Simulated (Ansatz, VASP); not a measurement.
## MgO in VASP and in Ansatz

POSCAR

```
MgO
1.0
    0.0000000000      2.1351500000      2.1351500000
    2.1351500000      0.0000000000      2.1351500000
    2.1351500000      2.1351500000      0.0000000000
Mg O
1 1
Direct
    0.0000000000      0.0000000000      0.0000000000
    0.5000000000      0.5000000000      0.5124190358
```

Contents of INCAR.step1:

```
SYSTEM = MgO
PREC = Accurate
ENCUT = 520
ISMEAR = 0
SIGMA = 0.05
LREAL = .False.
LASPH = .True.
NELM = 80
NBANDS = 11
GGA = PE
ALGO = Normal
EDIFF = 1E-4
LWAVE = .True.
LCHARG = .False.
```

INCAR.step2

```
SYSTEM = MgO
PREC = Accurate
ENCUT = 520
EDIFF = 1E-6
ISMEAR = 0
SIGMA = 0.05
LREAL = .False.
LASPH = .True.
NELM = 80
ALGO = Normal
ISIF = 2
LWAVE = .False.
LCHARG = .False.
METAGGA = R2SCAN
LMIXTAU = .True.
NBANDS = 11
ISTART = 1
```

Contents of KPOINTS:

```
Automatic mesh
0
Gamma
  10 10 10
  0 0 0
```

Input for Ansatz:

```yaml
crystal:
  lattice:
    - [0.0, 2.13515, 2.13515]
    - [2.13515, 0.0, 2.13515]
    - [2.13515, 2.13515, 0.0]
  atoms:
    - { symbol: Mg, position: [0.0, 0.0, 0.0] }
    - { symbol: O, position: [0.5, 0.5, 0.5124190358] }
basis:
  ecutwfc: 500
kpoints:
  mp_grid: { grid: [10, 10, 10] }
hamiltonian:
  xc: r2scan
scf:
  occupations: { method: gaussian, width: 0.05 }
output:
  forces: true
  stress: true
  eigenvalues: true
```

Change from the starting cell: all O atoms moved +0.037 Å, as atom 2 along Cartesian [1 1 0].

Alike in both runs: task single point; functional r2SCAN; k mesh 10 × 10 × 10; occupations gaussian, width 0.05 eV; no spin polarisation.

|  | VASP | Ansatz |
| --- | --- | --- |
| version | VASP 6.6.1 | Ansatz 0.2.0 |
| potentials or method | VASP PAW PBE potentials, release 64 (Mg, O), cutoff 520 eV | scalar-relativistic, plane waves, PAW |
| valence electrons in the cell | 8 | 16 |

|  | VASP | Ansatz | Ansatz less VASP |
| --- | --- | --- | --- |
| gap on the k mesh at the Fermi level (eV) | 5.20 | 5.22 | +0.025 |
| least direct gap on the mesh (eV) | 5.20 | 5.22 | +0.025 |
| pressure (GPa) | -8.1 | -6.9 | +1.11 |
| traceless stress, the component that is largest in VASP (GPa) | -0.14 | -0.14 | -0.001 |
| rms of the force components (eV/Å) | 0.098 | 0.097 | -0.0008 |

VASP's potentials were made for PBE, not for r2SCAN. Atom by atom the forces differ by 0.001 eV/Å (rms over components). VASP's potentials hold 8 valence electrons a cell and Ansatz's 16, so a difference there can come from the potentials and not from the codes.
